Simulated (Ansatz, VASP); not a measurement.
**MgO: VASP beside Ansatz**

```
Mg O
1.0
     0.00000    2.13515    2.13515
     2.13515    0.00000    2.13515
     2.13515    2.13515    0.00000
Mg O
1 1
Direct
  0.03513 0.03513 0.96487
  0.50000 0.50000 0.50000
```

Change from the starting cell: all Mg atoms moved -0.150 Å, as atom 1 towards its neighbour atom 2 (O) at 2.135 Å.

Alike in both runs: task single point; functional LDA; k mesh 6 × 6 × 6; occupations gaussian, width 0.05 eV; no spin polarisation.

|  | VASP | Ansatz |
| --- | --- | --- |
| version | VASP 6.6.1 | Ansatz 0.2.0 |
| potentials or method | VASP PAW LDA potentials, release 64 (Mg, O), cutoff 600 eV | scalar-relativistic, plane waves, PAW |
| valence electrons in the cell | 8 | 16 |

|  | VASP | Ansatz | Ansatz less VASP |
| --- | --- | --- | --- |
| gap on the k mesh at the Fermi level (eV) | 4.26 | 4.26 | -0.002 |
| least direct gap on the mesh (eV) | 4.26 | 4.26 | -0.002 |
| pressure (GPa) | -11.5 | -9.7 | +1.85 |
| traceless stress, the component that is largest in VASP (GPa) | 4.52 | 4.42 | -0.098 |
| rms of the force components (eV/Å) | 0.419 | 0.407 | -0.0119 |

LDA's correlation is that of Perdew and Zunger in VASP and of Perdew and Wang (1992) in Ansatz. Atom by atom the forces differ by 0.012 eV/Å (rms over components). VASP's potentials hold 8 valence electrons a cell and Ansatz's 16, so a difference there can come from the potentials and not from the codes.

The k mesh is coarse, so the values compare programs but aren't converged.
